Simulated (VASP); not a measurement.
# SnS in VASP: single point with LDA

Aim: the single point of SnS with LDA.

Everything below comes from runs of VASP 6.6.1. Logs are shortened: lines on timing, memory, paths and dates and some standing lists are left out, and cuts for length are marked.

## (1) The cell of the first run

The cell holds a slab with vacuum, 16 atoms: a = 3.953 Å, b = 4.187 Å, c = 34.362 Å, α = 90.00°, β = 90.00°, γ = 90.00°.

## (2) Single point, LDA

The input, INCAR:

```
ALGO = Normal
DIPOL = 0.5 0.5 0.500
EDIFF = 1E-6
ENCUT = 400
GGA_COMPAT = F
IDIPOL = 3
ISIF = 2
ISMEAR = 0
LASPH = T
LCHARG = T
LDIPOL = T
LELF = T
LREAL = F
LVACPOTAV = T
LVHAR = T
LWAVE = F
NBANDS = 94
NELM = 120
NELMDL = -8
PREC = Accurate
SIGMA = 0.05
```

The input, KPOINTS:

```
k-points
0
Gamma
  7 7 1
```

The input, POSCAR:

```
SnS
1.0
    3.9529085460      0.0000000000      0.0000000000
    0.0000000000      4.1871299922      0.0000000000
    0.0000000000      0.0000000000     34.3621154414
Sn S
8 8
Direct
    0.7500000000      0.5932204357      0.2199364849
    0.2500000000      0.1009245168      0.3027735872
    0.7500000000      0.8921824231      0.3782091351
    0.2500000000      0.3915042906      0.4625479683
    0.7500000000      0.6084988926      0.5374523776
    0.2500000000      0.1078095376      0.6217911776
    0.7500000000      0.8990757759      0.6972259241
    0.2500000000      0.4067838397      0.7800628606
    0.2500000000      0.0229797139      0.2281464856
    0.7500000000      0.5233295564      0.2942692857
    0.2500000000      0.4755585579      0.3871556311
    0.7500000000      0.9753318667      0.4535733753
    0.2500000000      0.0246689657      0.5464272926
    0.7500000000      0.5244357474      0.6128450791
    0.2500000000      0.4766717587      0.7057301232
    0.7500000000      0.9770241213      0.7718532120
```

Potentials or basis: VASP PAW LDA potentials, release 64 (Sn_d, S).

Command:

```
$ cat potpaw_LDA.64/Sn_d/POTCAR potpaw_LDA.64/S/POTCAR > POTCAR
$ mpirun -np 1 vasp_std > vasp.out
```

OUTCAR:

```text
EDIFF = 1E-6
   ENCUT = 400
   ISIF = 2
   ISMEAR = 0
   LASPH = T
   LREAL = F
   NELM = 120
   NELMDL = -8
   PREC = Accurate

 ion  position               nearest neighbor table
   1  0.750  0.593  0.220-  10 2.57   9 2.69   9 2.69   9 3.11   9 3.11
   2  0.250  0.101  0.303-   9 2.59  10 2.67  10 2.67  10 3.14  10 3.14   3 3.37   3 3.37
   3  0.750  0.892  0.378-  12 2.61  11 2.65  11 2.65  11 3.16  11 3.16  10 3.27   2 3.37   2 3.37

   4  0.250  0.392  0.463-  11 2.61  12 2.65  12 2.65  12 3.16  12 3.16  13 3.27   5 3.37   5 3.37

   5  0.750  0.608  0.537-  14 2.61  13 2.65  13 2.65  13 3.16  13 3.16  12 3.27   4 3.37   4 3.37

   6  0.250  0.108  0.622-  13 2.61  14 2.65  14 2.65  14 3.16  14 3.16  15 3.27   7 3.37   7 3.37

   7  0.750  0.899  0.697-  16 2.59  15 2.67  15 2.67  15 3.14  15 3.14   6 3.37   6 3.37
   8  0.250  0.407  0.780-  15 2.57  16 2.69  16 2.69  16 3.11  16 3.11
   9  0.250  0.023  0.228-   2 2.59   1 2.69   1 2.69   1 3.11   1 3.11
  10  0.750  0.523  0.294-   1 2.57   2 2.67   2 2.67   2 3.14   2 3.14   3 3.27
  11  0.250  0.476  0.387-   4 2.61   3 2.65   3 2.65   3 3.16   3 3.16
  12  0.750  0.975  0.454-   3 2.61   4 2.65   4 2.65   4 3.16   4 3.16   5 3.27
  13  0.250  0.025  0.546-   6 2.61   5 2.65   5 2.65   5 3.16   5 3.16   4 3.27
  14  0.750  0.524  0.613-   5 2.61   6 2.65   6 2.65   6 3.16   6 3.16
  15  0.250  0.477  0.706-   8 2.57   7 2.67   7 2.67   7 3.14   7 3.14   6 3.27
  16  0.750  0.977  0.772-   7 2.59   8 2.69   8 2.69   8 3.11   8 3.11

  LATTYP: Found a simple orthorhombic cell.
 ALAT       =     3.9529085460
 B/A-ratio  =     1.0592529383
 C/A-ratio  =     8.6928688184

  Lattice vectors:

 A1 = (   3.9529085460,   0.0000000000,   0.0000000000)
 A2 = (   0.0000000000,   4.1871299922,   0.0000000000)
 A3 = (   0.0000000000,   0.0000000000,  34.3621154414)

Analysis of symmetry for initial positions (statically):
=====================================================================
 Subroutine PRICEL returns:
 Original cell was already a primitive cell.

 Routine SETGRP: Setting up the symmetry group for a
 simple orthorhombic supercell.

 Subroutine GETGRP returns: Found  4 space group operations
 (whereof  2 operations were pure point group operations)
 out of a pool of  8 trial point group operations.

The static configuration has the point symmetry S_2 .
 The point group associated with its full space group is C_2h.

Analysis of symmetry for dynamics (positions and initial velocities):
=====================================================================
 Subroutine PRICEL returns:
 Original cell was already a primitive cell.

 Routine SETGRP: Setting up the symmetry group for a
 simple orthorhombic supercell.

 Subroutine GETGRP returns: Found  4 space group operations
 (whereof  2 operations were pure point group operations)
 out of a pool of  8 trial point group operations.

The dynamic configuration has the point symmetry S_2 .
 The point group associated with its full space group is C_2h.

 Subroutine INISYM returns: Found  4 space group operations
 (whereof  2 operations are pure point group operations),
 and found     1 'primitive' translations

----------------------------------------------------------------------------------------

                                     Primitive cell

  volume of cell :     568.7391

  direct lattice vectors                    reciprocal lattice vectors
     3.952908546  0.000000000  0.000000000     0.252978279  0.000000000  0.000000000
     0.000000000  4.187129992  0.000000000     0.000000000  0.238827073  0.000000000
     0.000000000  0.000000000 34.362115441     0.000000000  0.000000000  0.029101817

  length of vectors
     3.952908546  4.187129992 34.362115441     0.252978279  0.238827073  0.029101817

  position of ions in fractional coordinates (direct lattice)
     0.750000000  0.593220436  0.219936485
     0.250000000  0.100924517  0.302773587
     0.750000000  0.892182423  0.378209135
     0.250000000  0.391504291  0.462547968
     0.750000000  0.608498893  0.537452378
     0.250000000  0.107809538  0.621791178
[... 8 lines left out ...]
     0.250000000  0.476671759  0.705730123
     0.750000000  0.977024121  0.771853212

  ion indices of the primitive-cell ions
   primitive index   ion index
                 1           1
                 2           2
                 3           3
                 4           4
                 5           5
                 6           6
[... 8 lines left out ...]
                15          15
                16          16

----------------------------------------------------------------------------------------

 KPOINTS: k-points

Automatic generation of k-mesh.
 Grid dimensions read from file:
 generate k-points for:    7    7    1

 Generating k-lattice:

  Cartesian coordinates                     Fractional coordinates (reciprocal lattice)
     0.036139754  0.000000000  0.000000000     0.142857143  0.000000000  0.000000000
     0.000000000  0.034118153  0.000000000     0.000000000  0.142857143  0.000000000
     0.000000000  0.000000000  0.029101817     0.000000000  0.000000000  1.000000000

  Length of vectors
     0.036139754  0.034118153  0.029101817

  Shift w.r.t. Gamma in fractional coordinates (k-lattice)
     0.000000000  0.000000000  0.000000000

 Subroutine IBZKPT returns following result:
 ===========================================

 Found     16 irreducible k-points:

 Following reciprocal coordinates:
            Coordinates               Weight
  0.000000  0.000000  0.000000      1.000000
  0.142857  0.000000  0.000000      2.000000
  0.285714  0.000000  0.000000      2.000000
  0.428571  0.000000  0.000000      2.000000
  0.000000  0.142857  0.000000      2.000000
  0.142857  0.142857  0.000000      4.000000
[... 8 lines left out ...]
  0.285714  0.428571  0.000000      4.000000
  0.428571  0.428571  0.000000      4.000000
   k-points           NKPTS =     16   k-points in BZ     NKDIM =     16   number of bands    NBANDS=     94
   number of dos      NEDOS =    301   number of ions     NIONS =     16
   total plane-waves  NPLWV = 175616
   dimension x,y,z NGX =    28 NGY =   28 NGZ =  224
   dimension x,y,z NGXF=    56 NGYF=   56 NGZF=  448
   ions per type =               8   8
   NGX,Y,Z   is equivalent  to a cutoff of  11.78, 11.12, 10.84 a.u.
   NGXF,Y,Z  is equivalent  to a cutoff of  23.55, 22.23, 21.67 a.u.
 SYSTEM =  unknown system
   PREC   = accura    normal or accurate (medium, high low for compatibility)
   ISTART =      0    job   : 0-new  1-cont  2-samecut
   ICHARG =      2    charge: 1-file 2-atom 10-const
   ISPIN  =      1    spin polarized calculation?
   LNONCOLLINEAR =      F non collinear calculations
   LSORBIT =      F    spin-orbit coupling
   LASPH  =      T    aspherical Exc in radial PAW
   ENCUT  =  400.0 eV  29.40 Ry    5.42 a.u.   6.45  6.83 56.04*2*pi/ulx,y,z
   NELM   =    120;   NELMIN=  2; NELMDL= -8     # of ELM steps
   EDIFF  = 0.1E-05   stopping-criterion for ELM
   LREAL  =      F    real-space projection
   EDIFFG = 0.1E-04   stopping-criterion for IOM
   NSW    =      0    number of steps for IOM
   IBRION =     -1    ionic relax: 0-MD 1-quasi-New 2-CG
   NFREE  =      0    steps in history (QN), initial steepest desc. (CG)
   ISIF   =      2    stress and relaxation
   ISYM   =      2    0-nonsym 1-usesym 2-fastsym
   POTIM  = 0.5000    time-step for ionic-motion
   TEBEG  =    0.0;   TEEND  =   0.0 temperature during run
   PSTRESS=    0.0 pullay stress
   NELECT =     160.0000    total number of electrons
   NUPDOWN=      -1.0000    fix difference up-down
   EMIN   =  10.00;   EMAX   =-10.00  energy-range for DOS
   EFERMI =   0.00;   METHOD = LEGACY
   ISMEAR =     0;   SIGMA  =   0.05  broadening in eV -4-tet -1-fermi 0-gaus
   EFERMI_NEDOS =   21; number of points for ismear=-14 and -15
   IALGO  =     38    algorithm
   IMIX   =      4    mixing-type and parameters
     AMIX     =   0.40;   BMIX     =  1.00
     AMIX_MAG =   1.60;   BMIX_MAG =  1.00
  volume/ion in A,a.u.               =      35.55       239.88
  Fermi-wavevector in a.u.,A,eV,Ry     =   1.072697  2.027104 15.655940  1.150679
  Thomas-Fermi vector in A             =   2.208475
   LORBIT       =      0    0 simple, 1 ext, 2 COOP (PROOUT), +10 PAW based schemes
   GGA     = CA    functional components
   LHFCALC =     F    Hartree Fock is set to
   AEXX    =    0.0000 exact exchange contribution
   IVDW    =     0    specifies the selected vdW correction
   LEPSILON=     F    determine dielectric tensor
   LRPA    =     F    only Hartree local field effects (RPA)
 non-spin polarized calculation
 Gauss-broadening in eV      SIGMA  =   0.05
  energy-cutoff  :      400.00
  volume of cell :      568.74
 maximum number of plane-waves:     10389
 NGX is ok and might be reduce to    28
   NGX = 13   NGY = 13   NGZ =113

 dipolmoment           0.000000      0.000000      0.000000 electrons x Angstroem

 number of electron     159.9999984 magnetization

 dipolmoment           0.000000      0.000000     -0.000001 electrons x Angstroem

 Free energy of the ion-electron system (eV)
  ---------------------------------------------------
  ext. energy  EPLUGINS =         0.00000000
  ---------------------------------------------------
  free energy    TOTEN  =       -80.46211360 eV

  energy without entropy =      -80.46211360  energy(sigma->0) =      -80.46211360

 E-fermi :   3.0566     XC(G=0):  -7.0670

 val. band max:        2.7904339372   @ k =   0.0000   0.4286   0.0000
 cond. band min:       3.5109253378   @ k =   0.0000   0.0000   0.0000
 fundamental gap:      0.7204914006
 Fermi energy:         3.0566357031

 k-point     1 :       0.0000    0.0000    0.0000
  band No.  band energies     occupation
      1     -18.5864      2.00000
      2     -18.5712      2.00000
      3     -18.5592      2.00000
      4     -18.5551      2.00000
      5     -18.5459      2.00000
      6     -18.5456      2.00000
[... 84 lines left out ...]
     91       6.4654      0.00000
     92       6.6132      0.00000

 k-point     2 :       0.1429    0.0000    0.0000
  band No.  band energies     occupation
      1     -18.5785      2.00000
      2     -18.5653      2.00000
      3     -18.5530      2.00000
      4     -18.5519      2.00000
      5     -18.5488      2.00000
      6     -18.5475      2.00000
[... 1414 lines left out ...]
     91       7.0193      0.00000
     92       7.0431      0.00000
 [bands above 92 left out]

------------------------ aborting loop because EDIFF is reached ----------------------------------------

  FORCE on cell =-STRESS in cart. coord.  units (eV):
  Direction    XX          YY          ZZ          XY          YZ          ZX
  --------------------------------------------------------------------------------------
  -------------------------------------------------------------------------------------
  Total       -0.0466282     -0.4587142      0.1438213      0.0000000      0.0963903      0.0000000
  in kB       -0.1313550     -1.2922295      0.4051544      0.0000000      0.2715381      0.0000000
  external PRESSURE =      -0.3394767 kB  Pullay stress =       0.0000000 kB

 VOLUME and BASIS-vectors are now :
 -----------------------------------------------------------------------------
  energy-cutoff  :      400.00
  volume of cell :      568.74
      direct lattice vectors                 reciprocal lattice vectors
     3.952908546  0.000000000  0.000000000     0.252978279  0.000000000  0.000000000
     0.000000000  4.187129992  0.000000000     0.000000000  0.238827073  0.000000000
     0.000000000  0.000000000 34.362115441     0.000000000  0.000000000  0.029101817

 POSITION                                       TOTAL-FORCE (eV/Angst)
 -----------------------------------------------------------------------------------
      2.96468      2.48389      7.55748         0.000000     -0.013025     -0.012669
      0.98823      0.42258     10.40394         0.000000     -0.018489      0.024312
      2.96468      3.73568     12.99607         0.000000      0.006681     -0.014443
      0.98823      1.63928     15.89413         0.000000      0.012333      0.003411
      2.96468      2.54786     18.46800         0.000000     -0.012333     -0.003411
      0.98823      0.45141     21.36606         0.000000     -0.006681      0.014443
[... 8 lines left out ...]
      0.98823      1.99589     24.25038         0.000000     -0.016438     -0.007774
      2.96468      4.09093     26.52251         0.000000     -0.008358      0.020673
 -----------------------------------------------------------------------------------
    total drift:                               -0.000176      0.002731      0.001773

  FREE ENERGIE OF THE ION-ELECTRON SYSTEM (eV)
  ---------------------------------------------------
  free  energy   TOTEN  =       -80.4621135984 eV

  energy  without entropy=      -80.4621135984  energy(sigma->0) =      -80.46211360

 vacuum level on the upper side and lower side of the slab         7.234         7.234
```

Wall time 23 min (1 thread of Oxide Virtual Turin-like, shared host); peak memory 0.55 GiB.

What came out:

```yaml
Free_energy: -80.4621 eV
Largest_force: 0.031 eV/Å
Band_gap_on_the_k_mesh: 0.72 eV (least direct gap 0.94 eV)
```

Forces in eV/Å, atoms in the order of the input:
```
Sn   0.000 -0.013 -0.013
Sn   0.000 -0.018  0.024
Sn   0.000  0.007 -0.014
Sn   0.000  0.012  0.003
Sn   0.000 -0.012 -0.003
Sn   0.000 -0.007  0.014
Sn   0.000  0.018 -0.024
Sn   0.000  0.013  0.013
S    0.000  0.008 -0.021
S    0.000  0.016  0.008
S    0.000 -0.005 -0.001
S    0.000 -0.010 -0.002
S    0.000  0.010  0.002
S    0.000  0.005  0.001
S    0.000 -0.016 -0.008
S    0.000 -0.008  0.021
```

Levels at points of the mesh, in eV from the valence-band top:
```csv
k point,band 77,band 78,band 79,band 80,band 81,band 82,band 83,band 84
"(0.00, 0.00, 0.00)",-0.92,-0.84,-0.68,-0.68,0.72,1.48,2.50,2.60
```

Caveat: semilocal functionals underestimate gaps, and a narrow one can read as zero; spin-orbit coupling is left out, which moves the levels of the heavy elements.
